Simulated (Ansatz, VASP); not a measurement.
One calculation of Co, two programs

INCAR

```
ALGO = Normal
EDIFF = 1E-6
ENCUT = 520
GGA = PS
ISIF = 2
ISMEAR = -1
ISPIN = 2
LASPH = T
LCHARG = F
LDAU = T
LDAUJ = 0
LDAUL = 2
LDAUPRINT = 1
LDAUTYPE = 2
LDAUU = 4
LMAXMIX = 4
LORBIT = 11
LREAL = F
LWAVE = F
MAGMOM = 2 2 2 2
NBANDS = 30
NELM = 150
PREC = Accurate
SIGMA = 0.05
```

The input KPOINTS:

```
k-points
0
Gamma
  12 12 4
```

Contents of POSCAR:

```
Co
1.0
    2.4705617809      0.0000000000      0.0000000000
   -1.2352808905      2.1395692639      0.0000000000
    0.0000000000      0.0000000000      8.0882338000
Co
4
Direct
    0.6666666667      0.3333333333      0.7500000000
    0.0000000000      0.0000000000      0.5000000000
    0.3333333333      0.6666666667      0.2500000000
    0.0000000000      0.0000000000      0.0000000000
```

Contents of input.yaml:

```yaml
crystal:
  lattice:
    - [2.4705617809, 0.0, 0.0]
    - [-1.2352808905, 2.1395692639, 0.0]
    - [0.0, 0.0, 8.0882338]
  atoms:
    - { symbol: Co, position: [0.6666666667, 0.3333333333, 0.75], spin: 2.0 }
    - { symbol: Co, position: [0.0, 0.0, 0.5], spin: 2.0 }
    - { symbol: Co, position: [0.3333333333, 0.6666666667, 0.25], spin: 2.0 }
    - { symbol: Co, position: [0.0, 0.0, 0.0], spin: 2.0 }
kpoints:
  mp_grid: { grid: [12, 12, 4] }
scf:
  occupations: { method: fermi_dirac, width: 0.05 }
hamiltonian:
  xc: pbesol
  pseudopotentials: { kind: all_electron, lapw: { basis_error: 0.002 } }
  hubbard:
    sites: [{ species: Co, l: d, u_eff: 4 }]
    double_counting: fll
    projectors: ortho-atomic
magnetization:
  spin_polarized: true
output:
  forces: true
  stress: true
  eigenvalues: true
  dos: { projected: false, de: 0.1, e_range: [-10, 6] }
```

Alike in both runs: functional PBEsol; k mesh 12 × 12 × 4; occupations fermi-dirac, width 0.05 eV; collinear spin; Hubbard terms Co d U = 4.0 eV.

|  | VASP | Ansatz |
| --- | --- | --- |
| version | VASP 6.6.1 | Ansatz 0.2.0 |
| potentials or method | VASP PAW PBE potentials, release 64 (Co), cutoff 520 eV | all-electron LAPW, scalar-relativistic |
| task | single point | density of states |

|  | VASP | Ansatz | Ansatz less VASP |
| --- | --- | --- | --- |
| gap on the k mesh at the Fermi level (eV) | none | none | - |
| pressure (GPa) | 3.0 | 17.0 | +14.02 |
| traceless stress, the component that is largest in VASP (GPa) | 6.43 | 5.32 | -1.107 |
| net moment per atom (μB) | 1.80 | 1.78 | -0.024 |
| size of the moment on the site where the two differ most (μB) | 1.92 | 1.88 | -0.041 |

VASP's potentials were made for PBE, not for PBEsol. Site moments also hang on the region over which each program counts them. The programs project onto different local orbitals, so the same U acts differently, and such runs can settle in different states. A gap of «none» marks a metal or a gap that the smearing closes. Ansatz ran all-electron here, and VASP with PAW potentials.

Noted on Ansatz's run: the magnetic state may not be the lowest; U is the effective U less J, on atomic orbitals that reach past the spheres.
